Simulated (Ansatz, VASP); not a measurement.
One calculation of Pd, two programs

File INCAR:

```
SYSTEM = Pd
ALGO = Normal
EDIFF = 1E-6
ENCUT = 520
ISIF = 2
ISMEAR = -1
ISPIN = 2
LASPH = .TRUE.
LCHARG = .TRUE.
LELF = .TRUE.
LMAXMIX = 4
LORBIT = 11
LREAL = .FALSE.
LVHAR = .TRUE.
LWAVE = .FALSE.
MAGMOM = 0.5 0.5 0.5
NBANDS = 26
NELM = 150
PREC = Accurate
SIGMA = 0.05
```

KPOINTS

```
k-points
0
G
  11 11 16
  0 0 0
```

POSCAR

```
Pd
1.0
    4.3857618788      0.0000000000      0.0000000000
   -2.1928809394      3.7981812020      0.0000000000
    0.0000000000      0.0000000000      2.6023295583
Pd
3
Direct
    0.0000000000      1.0000000000      0.0000000000
    0.3333333333      0.6666666667      0.5000000000
    0.6666666667      0.3333333333      0.5000000000
```

Input for Ansatz:

```yaml
crystal:
  lattice:
    - [4.3857618788, 0.0, 0.0]
    - [-2.1928809394, 3.798181202, 0.0]
    - [0.0, 0.0, 2.6023295583]
  atoms:
    - { symbol: Pd, position: [0.0, 1.0, 0.0], spin: 0.5 }
    - { symbol: Pd, position: [0.3333333333, 0.6666666667, 0.5], spin: 0.5 }
    - { symbol: Pd, position: [0.6666666667, 0.3333333333, 0.5], spin: 0.5 }
hamiltonian:
  xc: lda
  pseudopotentials:
    kind: paw
    azcp:
      Pd: "pseudopotentials/Pd.paw.azcp"
basis:
  ecutwfc: 420
  fft_grid_basis: typed
kpoints:
  mp_grid: { grid: [11, 11, 16], shift: [0, 0, 0] }
magnetization:
  spin_polarized: true
scf:
  occupations: { method: fermi_dirac, width: 0.05 }
```

Alike in both runs: task single point; functional LDA; k mesh 11 × 11 × 16; occupations fermi-dirac, width 0.05 eV; collinear spin.

|  | VASP | Ansatz |
| --- | --- | --- |
| version | VASP 6.6.1 | Ansatz 0.2.0 |
| potentials or method | VASP PAW LDA potentials, release 64 (Pd), cutoff 520 eV | plane waves (420 eV) with PAW, scalar-relativistic |
| valence electrons in the cell | 30 | 54 |

|  | VASP | Ansatz | Ansatz less VASP |
| --- | --- | --- | --- |
| net moment per atom (μB) | 0.00 | 0.00 | -0.002 |

Ansatz warns that its potentials were made for another functional, while VASP's fit it. LDA's correlation is that of Perdew and Zunger in VASP and of Perdew and Wang (1992) in Ansatz. VASP's potentials hold 30 valence electrons a cell and Ansatz's 54, so a difference there can come from the potentials and not from the codes. Ansatz's warnings: seeded moment not kept.
